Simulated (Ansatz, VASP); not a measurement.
**One calculation of Hg, two programs**

```
CELL_PARAMETERS angstrom
5.43595 0.00000 0.00000
-2.71798 4.70767 0.00000
0.00000 0.00000 3.15360
ATOMIC_POSITIONS crystal
Hg 0.33333 0.66667 0.50000
Hg 0.66667 0.33333 0.50000
Hg 0.00000 0.00000 0.00000
```

Alike in both runs: functional r2SCAN; k mesh 7 × 7 × 9; no spin polarisation.

Ansatz relaxed the structure, and its values are those at the end. VASP's run is a single point on that final structure, the one shown.

|  | VASP | Ansatz |
| --- | --- | --- |
| version | VASP 6.6.1 | Ansatz 0.2.0 |
| potentials or method | VASP PAW PBE potentials, release 64 (Hg), cutoff 520 eV | plane waves, PAW |
| occupations | methfessel-paxton of order 1, width 0.1 eV | cold, width 0.1 eV |
| valence electrons in the cell | 36 | 60 |

VASP gave:

- pressure (GPa): 0.2

**Question.** Which values does Ansatz return?

**Answer.** Pressure (GPa): 0.0.

VASP's potentials were made for PBE, not for r2SCAN. VASP's potentials hold 36 valence electrons a cell and Ansatz's 60, so a difference there can come from the potentials and not from the codes. Ansatz's warnings: stress scf threshold loose.

Neither program's run includes spin-orbit coupling.
